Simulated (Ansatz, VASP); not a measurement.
## Two plane-wave programs on CdTe

Contents of INCAR:

```
SYSTEM = CdTe
PREC = Accurate
ENCUT = 500
EDIFF = 1E-6
ISMEAR = 0
SIGMA = 0.01
LREAL = .FALSE.
LASPH = .TRUE.
NELM = 120
ALGO = Normal
ISIF = 2
LWAVE = .FALSE.
LCHARG = .FALSE.
GGA = PS
NBANDS = 16
GGA_COMPAT = .FALSE.
```

Contents of KPOINTS:

```
regular mesh
0
G
  6 6 6
  0 0 0
```

File POSCAR:

```
CdTe
1.0
    0.0000000000      3.2452746365      3.2452746365
    3.2452746365      0.0000000000      3.2452746365
    3.2452746365      3.2452746365      0.0000000000
Cd Te
1 1
Direct
    0.0000000000      0.0000000000      0.0000000000
    0.2500000000      0.2500000000      0.2500000000
```

Input for Ansatz:

```yaml
crystal:
  lattice:
    - [0.0, 3.2452746365, 3.2452746365]
    - [3.2452746365, 0.0, 3.2452746365]
    - [3.2452746365, 3.2452746365, 0.0]
  atoms:
    - { symbol: Cd, position: [0.0, 0.0, 0.0] }
    - { symbol: Te, position: [0.25, 0.25, 0.25] }
basis:
  ecutwfc: 420
kpoints:
  mp_grid: { grid: [6, 6, 6] }
  band_path:
    path:
      - [0.0, 0.0, 0.0]
      - [0.0, 0.0, 0.0]
      - [0.0, 0.0, 0.0]
      - [0.0, 0.0, 0.0]
      - [0.0, 0.0, 0.0]
      - [0.0, 0.0, 0.0]
      - [0.0, 0.0, 0.0]
      - [0.0, 0.0, 0.0]
      - [0.0, 0.0, 0.0]
      - [0.0, 0.0, 0.0]
      - [0.0, 0.0, 0.0]
      - [0.0, 0.0, 0.0]
      - [0.0, 0.0, 0.0]
      - [0.0, 0.0, 0.0]
      - [0.0, 0.0, 0.0]
      - [0.0, 0.0, 0.0]
      - [0.0, 0.0, 0.0]
      - [0.0, 0.0, 0.0]
      - [0.0, 0.0, 0.0]
      - [0.0, 0.0, 0.0]
      - [0.0, 0.0, 0.0]
      - [0.0, 0.0, 0.0]
      - [0.0, 0.0, 0.0]
      - [0.0, 0.0, 0.0]
      - [0.0, 0.0, 0.0]
      - [0.0, 0.0, 0.0]
      - [0.3, 0.3, 0.0]
      - [0.3166666667, 0.3166666667, 0.0]
      - [0.3333333333, 0.3333333333, 0.0]
      - [0.35, 0.35, 0.0]
      - [0.3666666667, 0.3666666667, 0.0]
      - [0.3833333333, 0.3833333333, 0.0]
      - [0.4, 0.4, 0.0]
      - [0.4166666667, 0.4166666667, 0.0]
      - [0.4333333333, 0.4333333333, 0.0]
      - [0.45, 0.45, 0.0]
      - [0.4666666667, 0.4666666667, 0.0]
      - [0.4833333333, 0.4833333333, 0.0]
      - [0.5, 0.5, 0.0]
      - [0.5, 0.5, 0.5]
      - [0.5, 0.5, 0.5]
      - [0.5, 0.5, 0.5]
      - [0.5, 0.5, 0.5]
      - [0.5, 0.5, 0.5]
      - [0.5, 0.5, 0.5]
      - [0.5, 0.5, 0.5]
      - [0.5, 0.5, 0.5]
      - [0.5, 0.5, 0.5]
      - [0.5, 0.5, 0.5]
      - [0.5, 0.5, 0.5]
      - [0.5, 0.5, 0.5]
      - [0.5, 0.5, 0.5]
    npoints: 1
hamiltonian:
  xc: pbesol
  pseudopotentials: { kind: paw, azcp: { folder: soft_1 } }
scf:
  occupations: { method: fixed }
  n_extra_bands: 5
output:
  eigenvalues: true
```

Alike in both runs: task single point; functional PBEsol; k mesh 6 × 6 × 6; no spin polarisation.

|  | VASP | Ansatz |
| --- | --- | --- |
| version | VASP 6.6.1 | Ansatz 0.2.0 |
| potentials or method | VASP PAW PBE potentials, release 64 (Cd, Te), cutoff 500 eV | scalar-relativistic, plane waves, PAW |
| occupations | gaussian, width 0.01 eV | fixed |
| valence electrons in the cell | 18 | 36 |

```csv
,VASP,Ansatz,Ansatz less VASP
gap on the k mesh at the Fermi level (eV),0.65,0.64,-0.004
least direct gap on the mesh (eV),0.65,0.64,-0.004
```

VASP's potentials were made for PBE, not for PBEsol, and Ansatz warns of the same on its side. VASP's potentials hold 18 valence electrons a cell and Ansatz's 36, so a difference there can come from the potentials and not from the codes.

Spin-orbit coupling is off throughout.
